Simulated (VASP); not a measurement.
# HfN (Fm-3m) in VASP: a series of runs

The runs below take HfN through single point, relaxation of cell and atoms, with LDA.

All numbers are computed with VASP 6.6.1; they aren't measurements. Logs are shortened: lines on timing, memory, paths and dates and some standing lists are left out, and cuts for length are marked.

## 1. The cell of the first run

The structure is cubic, space group Fm-3m (No. 225). The conventional cell has a = 4.469 Å, b = 4.469 Å, c = 4.469 Å, α = 90.00°, β = 90.00°, γ = 90.00°. Within 3.0 Å of Hf (site symmetry m-3m) lie 6 N at 2.23 Å. Within 3.0 Å of N (site symmetry m-3m) lie 6 Hf at 2.23 Å.

## 2. Single point, LDA

The input, INCAR:

```
PREC = Accurate ; ENCUT = 520
EDIFF = 1E-6 ; ISMEAR = -1
SIGMA = 0.15 ; LREAL = F
LASPH = T ; NELM = 80
ALGO = Normal ; ISIF = 2
LWAVE = F ; LCHARG = F
NBANDS = 14
```

The input, KPOINTS:

```
Automatic mesh
0
Gamma
  16 16 16
```

The input, POSCAR:

```
HfN
1.0
    0.0000000000      2.2343731849      2.2343731849
    2.2343731849      0.0000000000      2.2343731849
    2.2343731849      2.2343731849      0.0000000000
Hf N
1 1
Direct
    0.0000000000      0.0000000000      0.0000000000
    0.5000000000      0.5000000000      0.5000000000
```

Potentials or basis: VASP PAW LDA potentials, release 64 (Hf_pv, N).

Launch:

```
> cat potpaw_LDA.64/Hf_pv/POTCAR potpaw_LDA.64/N/POTCAR > POTCAR
> mpirun -np 1 vasp_std > vasp.out
```

OUTCAR:

```text
PREC = Accurate
   ENCUT = 520
   EDIFF = 1E-6
   ISMEAR = -1
   LREAL = F
   LASPH = T
   NELM = 80
   ISIF = 2

 ion  position               nearest neighbor table
   1  0.000  0.000  0.000-   2 2.23   2 2.23   2 2.23   2 2.23   2 2.23   2 2.23
   2  0.500  0.500  0.500-   1 2.23   1 2.23   1 2.23   1 2.23   1 2.23   1 2.23

  LATTYP: Found a face centered cubic cell.
 ALAT       =     4.4687463698

  Lattice vectors:

 A1 = (   0.0000000000,   2.2343731849,   2.2343731849)
 A2 = (   2.2343731849,   0.0000000000,   2.2343731849)
 A3 = (   2.2343731849,   2.2343731849,   0.0000000000)

Analysis of symmetry for initial positions (statically):
=====================================================================
 Subroutine PRICEL returns:
 Original cell was already a primitive cell.

 Routine SETGRP: Setting up the symmetry group for a
 face centered cubic supercell.

 Subroutine GETGRP returns: Found 48 space group operations
 (whereof 48 operations were pure point group operations)
 out of a pool of 48 trial point group operations.

The static configuration has the point symmetry O_h .

Analysis of symmetry for dynamics (positions and initial velocities):
=====================================================================
 Subroutine PRICEL returns:
 Original cell was already a primitive cell.

 Routine SETGRP: Setting up the symmetry group for a
 face centered cubic supercell.

 Subroutine GETGRP returns: Found 48 space group operations
 (whereof 48 operations were pure point group operations)
 out of a pool of 48 trial point group operations.

The dynamic configuration has the point symmetry O_h .

 Subroutine INISYM returns: Found 48 space group operations
 (whereof 48 operations are pure point group operations),
 and found     1 'primitive' translations

----------------------------------------------------------------------------------------

                                     Primitive cell

  volume of cell :      22.3099

  direct lattice vectors                    reciprocal lattice vectors
     0.000000000  2.234373185  2.234373185    -0.223776406  0.223776406  0.223776406
     2.234373185  0.000000000  2.234373185     0.223776406 -0.223776406  0.223776406
     2.234373185  2.234373185  0.000000000     0.223776406  0.223776406 -0.223776406

  length of vectors
     3.159880861  3.159880861  3.159880861     0.387592104  0.387592104  0.387592104

  position of ions in fractional coordinates (direct lattice)
     0.000000000  0.000000000  0.000000000
     0.500000000  0.500000000  0.500000000

  ion indices of the primitive-cell ions
   primitive index   ion index
                 1           1
                 2           2

----------------------------------------------------------------------------------------

 KPOINTS: Automatic mesh

Automatic generation of k-mesh.
 Grid dimensions read from file:
 generate k-points for:   16   16   16

 Generating k-lattice:

  Cartesian coordinates                     Fractional coordinates (reciprocal lattice)
    -0.013986025  0.013986025  0.013986025     0.062500000  0.000000000  0.000000000
     0.013986025 -0.013986025  0.013986025     0.000000000  0.062500000  0.000000000
     0.013986025  0.013986025 -0.013986025     0.000000000  0.000000000  0.062500000

  Length of vectors
     0.024224506  0.024224506  0.024224506

  Shift w.r.t. Gamma in fractional coordinates (k-lattice)
     0.000000000  0.000000000  0.000000000

 Subroutine IBZKPT returns following result:
 ===========================================

 Found    145 irreducible k-points:

 Following reciprocal coordinates:
            Coordinates               Weight
  0.000000  0.000000  0.000000      1.000000
  0.062500  0.000000  0.000000      8.000000
  0.125000  0.000000  0.000000      8.000000
  0.187500  0.000000  0.000000      8.000000
  0.250000  0.000000  0.000000      8.000000
  0.312500  0.000000  0.000000      8.000000
[... 16 lines left out ...]
 -0.125000  0.062500  0.000000     24.000000
 -0.062500  0.062500  0.000000     12.000000
 [... further k-points ...]
   k-points           NKPTS =    145   k-points in BZ     NKDIM =    145   number of bands    NBANDS=     14
   number of dos      NEDOS =    301   number of ions     NIONS =      2
   total plane-waves  NPLWV =  13824
   dimension x,y,z NGX =    24 NGY =   24 NGZ =   24
   dimension x,y,z NGXF=    48 NGYF=   48 NGZF=   48
   ions per type =               1   1
   NGX,Y,Z   is equivalent  to a cutoff of  12.63, 12.63, 12.63 a.u.
   NGXF,Y,Z  is equivalent  to a cutoff of  25.25, 25.25, 25.25 a.u.
 SYSTEM =  unknown system
   PREC   = accura    normal or accurate (medium, high low for compatibility)
   ISTART =      0    job   : 0-new  1-cont  2-samecut
   ICHARG =      2    charge: 1-file 2-atom 10-const
   ISPIN  =      1    spin polarized calculation?
   LNONCOLLINEAR =      F non collinear calculations
   LSORBIT =      F    spin-orbit coupling
   LASPH  =      T    aspherical Exc in radial PAW
   ENCUT  =  520.0 eV  38.22 Ry    6.18 a.u.   5.88  5.88  5.88*2*pi/ulx,y,z
   NELM   =     80;   NELMIN=  2; NELMDL= -5     # of ELM steps
   EDIFF  = 0.1E-05   stopping-criterion for ELM
   LREAL  =      F    real-space projection
   EDIFFG = 0.1E-04   stopping-criterion for IOM
   NSW    =      0    number of steps for IOM
   IBRION =     -1    ionic relax: 0-MD 1-quasi-New 2-CG
   NFREE  =      0    steps in history (QN), initial steepest desc. (CG)
   ISIF   =      2    stress and relaxation
   ISYM   =      2    0-nonsym 1-usesym 2-fastsym
   POTIM  = 0.5000    time-step for ionic-motion
   TEBEG  =    0.0;   TEEND  =   0.0 temperature during run
   PSTRESS=    0.0 pullay stress
   NELECT =      15.0000    total number of electrons
   NUPDOWN=      -1.0000    fix difference up-down
   EMIN   =  10.00;   EMAX   =-10.00  energy-range for DOS
   EFERMI =   0.00;   METHOD = LEGACY
   ISMEAR =    -1;   SIGMA  =   0.15  broadening in eV -4-tet -1-fermi 0-gaus
   EFERMI_NEDOS =   21; number of points for ismear=-14 and -15
   IALGO  =     38    algorithm
   IMIX   =      4    mixing-type and parameters
     AMIX     =   0.40;   BMIX     =  1.00
     AMIX_MAG =   1.60;   BMIX_MAG =  1.00
  volume/ion in A,a.u.               =      11.15        75.28
  Fermi-wavevector in a.u.,A,eV,Ry     =   1.434188  2.710223 27.985774  2.056896
  Thomas-Fermi vector in A             =   2.553624
   LORBIT       =      0    0 simple, 1 ext, 2 COOP (PROOUT), +10 PAW based schemes
   GGA     = CA    functional components
   LHFCALC =     F    Hartree Fock is set to
   AEXX    =    0.0000 exact exchange contribution
   IVDW    =     0    specifies the selected vdW correction
   LEPSILON=     F    determine dielectric tensor
   LRPA    =     F    only Hartree local field effects (RPA)
 non-spin polarized calculation
  energy-cutoff  :      520.00
  volume of cell :       22.31
 maximum number of plane-waves:       620
   NGX = 11   NGY = 11   NGZ = 11

 number of electron      14.9999999 magnetization

 Free energy of the ion-electron system (eV)
  ---------------------------------------------------
  ext. energy  EPLUGINS =         0.00000000
  ---------------------------------------------------
  free energy    TOTEN  =       -23.89157606 eV

  energy without entropy =      -23.84977443  energy(sigma->0) =      -23.87067524

 E-fermi :   8.4940     XC(G=0): -13.1499

 val. band max:        8.4882611116   @ k =  -0.1250   0.0625   0.0000
 cond. band min:       8.5011773999   @ k =   0.3750   0.1250   0.0000
 fundamental gap:      0.0129162884
 Fermi energy:         8.4939516604

 k-point     1 :       0.0000    0.0000    0.0000
  band No.  band energies     occupation
      1     -22.3100      2.00000
      2     -22.3100      2.00000
      3     -22.3100      2.00000
      4      -8.9304      2.00000
      5       5.5085      2.00000
      6       5.5085      2.00000
      7       5.5085      2.00000
      8       8.0859      1.87642
      9       8.0859      1.87642
     10       8.0859      1.87642
     11      10.4853      0.00000
     12      10.4853      0.00000
     13      10.8088      0.00000
     14      18.2235      0.00000

 k-point     2 :       0.0625    0.0000    0.0000
  band No.  band energies     occupation
      1     -22.3571      2.00000
      2     -22.3137      2.00000
      3     -22.3137      2.00000
      4      -8.8305      2.00000
      5       5.0967      2.00000
      6       5.2538      2.00000
      7       5.2538      2.00000
      8       8.2152      1.73021
      9       8.2281      1.70955
     10       8.2281      1.70955
     11      10.8115      0.00000
     12      10.8115      0.00000
     13      11.0876      0.00000
     14      18.5425      0.00000

 k-point     3 :       0.1250    0.0000    0.0000
  band No.  band energies     occupation
      1     -22.4887      2.00000
      2     -22.3245      2.00000
      3     -22.3245      2.00000
      4      -8.5442      2.00000
      5       4.1723      2.00000
      6       4.6708      2.00000
      7       4.6708      2.00000
      8       8.4432      1.16755
      9       8.5985      0.66497
     10       8.5985      0.66497
     11      11.6539      0.00000
     12      11.6539      0.00000
     13      11.8036      0.00000
     14      19.4313      0.00000

 k-point     4 :       0.1875    0.0000    0.0000
  band No.  band energies     occupation
      1     -22.6789      2.00000
      2     -22.3405      2.00000
      3     -22.3405      2.00000
      4      -8.1077      2.00000
      5       3.0918      2.00000
      6       4.0056      2.00000
      7       4.0056      2.00000
      8       8.7172      0.36825
      9       9.1465      0.02548
     10       9.1465      0.02548
     11      12.7106      0.00000
     12      12.7815      0.00000
     13      12.7815      0.00000
     14      19.9957      0.00000

 k-point     5 :       0.2500    0.0000    0.0000
  band No.  band energies     occupation
      1     -22.8937      2.00000
      2     -22.3593      2.00000
      3     -22.3593      2.00000
      4      -7.5725      2.00000
      5       2.0193      2.00000
      6       3.3861      2.00000
      7       3.3861      2.00000
      8       9.1133      0.03169
      9       9.8449      0.00025
     10       9.8449      0.00025
     11      13.5821      0.00000
[... 276 lines left out ...]
 k-point    22 :      -0.1875    0.0625    0.0000
  band No.  band energies     occupation
      1     -22.7572      2.00000
      2     -22.3894      2.00000
      3     -22.3319      2.00000
      4      -7.8830      2.00000
      5       2.5649      2.00000
      6       3.5538      2.00000
      7       4.0307      2.00000
      8       8.7530      0.30188
      9       9.0827      0.03872
     10      10.0434      0.00007
     11      12.1117      0.00000
     12      13.6051      0.00000
     13      13.8865      0.00000
     14      19.9950      0.00000

 k-point    23 :      -0.1250    0.0625    0.0000
  band No.  band energies     occupation
      1     -22.5647      2.00000
      2     -22.3643      2.00000
      3     -22.3182      2.00000
      4      -8.3411      2.00000
      5       3.5571      2.00000
      6       4.1726      2.00000
      7       4.6475      2.00000
      8       8.4883      1.01897
      9       8.5683      0.75721
     10       9.3387      0.00714
     11      11.2084      0.00000
     12      12.6166      0.00000
     13      12.6662      0.00000
     14      19.9966      0.00000

 k-point    24 :      -0.0625    0.0625    0.0000
  band No.  band energies     occupation
      1     -22.4222      2.00000
      2     -22.3378      2.00000
      3     -22.3118      2.00000
      4      -8.6707      2.00000
      5       4.4705      2.00000
      6       4.7946      2.00000
      7       5.1330      2.00000
      8       8.2665      1.64001
      9       8.2765      1.61983
     10       8.7387      0.32719
     11      10.7381      0.00000
     12      11.5876      0.00000
     13      11.6922      0.00000
     14      19.0488      0.00000

 [... further k-points ...]
[... 5 lines left out ...]
  --------------------------------------------------------------------------------------
  -------------------------------------------------------------------------------------
  Total       -0.1695494     -0.1695494     -0.1695494      0.0000000     -0.0000000      0.0000000
  in kB      -12.1761434    -12.1761434    -12.1761434      0.0000000     -0.0000000      0.0000000
  external PRESSURE =     -12.1761434 kB  Pullay stress =       0.0000000 kB

 VOLUME and BASIS-vectors are now :
 -----------------------------------------------------------------------------
  energy-cutoff  :      520.00
  volume of cell :       22.31
      direct lattice vectors                 reciprocal lattice vectors
     0.000000000  2.234373185  2.234373185    -0.223776406  0.223776406  0.223776406
     2.234373185  0.000000000  2.234373185     0.223776406 -0.223776406  0.223776406
     2.234373185  2.234373185  0.000000000     0.223776406  0.223776406 -0.223776406

 POSITION                                       TOTAL-FORCE (eV/Angst)
 -----------------------------------------------------------------------------------
      0.00000      0.00000      0.00000         0.000000      0.000000     -0.000000
      2.23437      2.23437      2.23437        -0.000000     -0.000000      0.000000
 -----------------------------------------------------------------------------------
    total drift:                                0.000000     -0.000000     -0.000000

  FREE ENERGIE OF THE ION-ELECTRON SYSTEM (eV)
  ---------------------------------------------------
  free  energy   TOTEN  =       -23.8915760550 eV

  energy  without entropy=      -23.8497744271  energy(sigma->0) =      -23.87067524
```

It took 41 s on 1 thread of Intel Xeon Platinum 8259CL at 2.50GHz (Skylake/Cascade Lake), shared host; peak memory 0.16 GiB.

Results:

```yaml
Free_energy: -23.8916 eV
Pressure: -1.2 GPa
```

Caveat: spin-orbit coupling is left out, which moves the levels of the heavy elements.

## 3. Relaxation of cell and atoms, LDA

The input, INCAR:

```
SYSTEM = HfN
PREC = Accurate
ENCUT = 600
EDIFF = 1E-6
ISMEAR = -1
SIGMA = 0.15
LREAL = .False.
LASPH = .True.
NELM = 60
ALGO = Normal
ISIF = 3
LWAVE = .False.
LCHARG = .False.
GGA = CA
IBRION = 2
NSW = 80
EDIFFG = -0.001
```

The input, KPOINTS:

```
Automatic mesh
0
Gamma
  16 16 16
  0 0 0
```

The input, POSCAR:

```
HfN
1.0
    0.0000000000      2.2340514110      2.2340514110
    2.2340514110      0.0000000000      2.2340514110
    2.2340514110      2.2340514110      0.0000000000
Hf N
1 1
Direct
    0.0000000000      0.0000000000      0.0000000000
    0.5000000000      0.5000000000      0.5000000000
```

Potentials or basis: VASP PAW LDA potentials, release 64 (Hf_pv, N).

Launch:

```
> cat potpaw_LDA.64/Hf_pv/POTCAR potpaw_LDA.64/N/POTCAR > POTCAR
> mpirun -np 1 vasp_std > vasp.out
```

Wall time 1.8 min (1 thread of Intel Xeon Platinum 8259CL at 2.50GHz (Skylake/Cascade Lake), shared host); peak memory 0.19 GiB.

Results (log left out):

| Quantity | Value |
| --- | --- |
| Free energy | -23.8925 eV |
| Relaxed volume | 11.11 Å³/atom |
| Relaxed cell | a = 3.156 Å, b = 3.156 Å, c = 3.156 Å, α = 60.00°, β = 60.00°, γ = 60.00° |
| Space group after relaxing (to 0.05 Å) | Fm-3m (No. 225) |
| Energy gained by relaxing | 0.1 meV/atom |
| Ionic steps | 3 |
| Pressure after relaxing | 0.0 GPa |

The path:
```csv
step,energy change (eV),largest force (eV/Å),pressure (GPa),volume (Å³)
1,0.0000,0.0000,-1.11,22.30
2,0.0009,0.0000,2.34,22.05
3,-0.0003,0.0000,0.00,22.22
```

Final structure:
```
Hf N
1.0
     0.00000    2.23130    2.23130
     2.23130    0.00000    2.23130
     2.23130    2.23130    0.00000
Hf N
1 1
Direct
  0.00000 0.00000 0.00000
  0.50000 0.50000 0.50000
```

Levels at points of the mesh, in eV from the Fermi level:
```csv
k point,band 4,band 5,band 6,band 7,band 8,band 9,band 10,band 11
"(0.00, 0.00, 0.00)",-17.45,-2.99,-2.99,-2.99,-0.41,-0.41,-0.41,2.00
"(0.50, 0.00, 0.00)",-14.41,-9.05,-6.34,-6.34,3.45,3.86,3.86,4.76
"(0.50, 0.50, 0.00)",-16.33,-5.27,-3.99,-3.62,-3.62,4.25,5.79,5.79
```

Caveat: spin-orbit coupling is left out, which moves the levels of the heavy elements.

## 4. Relaxation of cell and atoms, LDA, target pressure 25 GPa, at which the enthalpy is minimised

The input, INCAR:

```
ALGO = Normal
EDIFF = 1E-6
EDIFFG = -0.001
ENCUT = 600
GGA = CA
IBRION = 2
ISIF = 3
ISMEAR = -1
LASPH = True
LCHARG = False
LREAL = False
LWAVE = False
NELM = 100
NSW = 80
PREC = Accurate
PSTRESS = 250.0
SIGMA = 0.15
```

The input, KPOINTS:

```
k-points
0
Gamma
  16 16 16
```

The input, POSCAR:

```
HfN
1.0
    0.0000000000      2.2343731849      2.2343731849
    2.2343731849      0.0000000000      2.2343731849
    2.2343731849      2.2343731849      0.0000000000
Hf N
1 1
Direct
    0.0000000000      0.0000000000      0.0000000000
    0.5000000000      0.5000000000      0.5000000000
```

Launch:

```
> cat potpaw_LDA.64/Hf_pv/POTCAR potpaw_LDA.64/N/POTCAR > POTCAR
> mpirun -np 1 vasp_std > vasp.out
```

Run time: 3.7 min. Hardware: 1 thread of Intel Xeon Platinum 8259CL at 2.50GHz (Skylake/Cascade Lake), shared host; peak memory 0.19 GiB.

It converged, with:

| Item | Value |
| --- | --- |
| Free energy | -23.7825 eV |
| Relaxed volume | 10.36 Å³/atom |
| Relaxed cell | a = 3.083 Å, b = 3.083 Å, c = 3.083 Å, α = 60.00°, β = 60.00°, γ = 60.00° |
| Space group after relaxing (to 0.05 Å) | Fm-3m (No. 225) |
| Energy change on relaxing (the enthalpy is what falls) | +54.8 meV/atom |
| Ionic steps | 7 |
| Pressure after relaxing | 25.0 GPa |

The path:
| step | energy change (eV) | largest force (eV/Å) | pressure (GPa) | volume (Å³) |
| --- | --- | --- | --- | --- |
| 1 | 0.0000 | 0.0000 | -1.24 | 22.31 |
| 2 | 1.9592 | 0.0000 | 150.62 | 16.92 |
| 3 | 0.0915 | 0.0000 | 22.57 | 20.84 |
| 4 | 0.1058 | 0.0000 | 24.50 | 20.74 |
| 5 | 0.1106 | 0.0000 | 25.13 | 20.71 |
| 6 | 0.1073 | 0.0000 | 24.69 | 20.73 |
| 7 | 0.1096 | 0.0000 | 24.99 | 20.72 |

Final structure:
```yaml
crystal:
  lattice:
    - [0.00000, 2.17988, 2.17988]
    - [2.17988, 0.00000, 2.17988]
    - [2.17988, 2.17988, 0.00000]
  atoms:
    - { symbol: Hf, position: [0.00000, 0.00000, 0.00000] }
    - { symbol: N, position: [0.50000, 0.50000, 0.50000] }
```

Levels at points of the mesh, in eV from the Fermi level:
```csv
k point,band 5,band 6,band 7,band 8,band 9,band 10,band 11
"(0.00, 0.00, 0.00)",-3.06,-3.06,-3.06,-0.46,-0.46,-0.46,2.18
"(0.50, 0.00, 0.00)",-9.47,-6.71,-6.71,3.79,4.24,4.24,5.15
"(0.50, 0.50, 0.00)",-5.19,-4.33,-3.62,-3.62,4.65,6.37,6.37
```

Caveat: the cell is relaxed towards a set pressure, so the enthalpy falls and the energy may rise; spin-orbit coupling is left out, which moves the levels of the heavy elements. LDA usually gives volumes a few per cent too small.

## 5. Overview

| task | cell | cutoff (eV) | gap on the mesh (eV) | pressure (GPa) |
| --- | --- | --- | --- | --- |
| single point | a = 3.160 Å, angles 60.0°, 2 atoms | 520 | none | -1.2 |
| relaxation of cell and atoms | relaxed from a = 3.159 Å, angles 60.0°, 2 atoms | 600 | none | 0.0 |
| relaxation of cell and atoms | relaxed to 25 GPa from a = 3.160 Å, angles 60.0°, 2 atoms | 600 | none | 25.0 |

Alike in all rows: level LDA; potentials or basis VASP PAW LDA potentials, release 64 (Hf_pv, N); no spin polarisation; k mesh 16 × 16 × 16; smearing fermi-dirac 0.15 eV.

Caveats: spin-orbit coupling is left out, which moves the levels of the heavy elements; the cell is relaxed towards a set pressure, so the enthalpy falls and the energy may rise (some runs).

Absolute energies hang on the potentials; compare differences alone.
